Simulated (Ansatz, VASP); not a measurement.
TiBeB in VASP and in Ansatz

```
Ti Be B
1.0
     3.23119    0.00000    0.00000
    -1.61559    2.79829    0.00000
     0.00000    0.00000    3.07908
Ti Be B
1 1 1
Cartesian
  0.0000 1.8655 0.0000
  1.6156 0.9328 1.5395
  0.0000 0.0000 1.5395
```

Alike in both runs: functional LDA; k mesh 11 × 11 × 10; occupations fermi-dirac, width 0.05 eV; no spin polarisation.

Ansatz relaxed the structure, and its values are those at the end. VASP's run is a single point on that final structure, the one shown.

|  | VASP | Ansatz |
| --- | --- | --- |
| version | VASP 6.6.1 | Ansatz 0.2.0 |
| potentials or method | VASP PAW LDA potentials, release 64 (Ti_sv, Be, B), cutoff 520 eV | plane waves, PAW |
| valence electrons in the cell | 17 | 17 |

Ansatz gave:

* pressure (GPa): 0.0

**Question.** Estimate VASP's values.

**Answer.** Pressure (GPa): 0.5.

LDA's correlation is that of Perdew and Zunger in VASP and of Perdew and Wang (1992) in Ansatz.
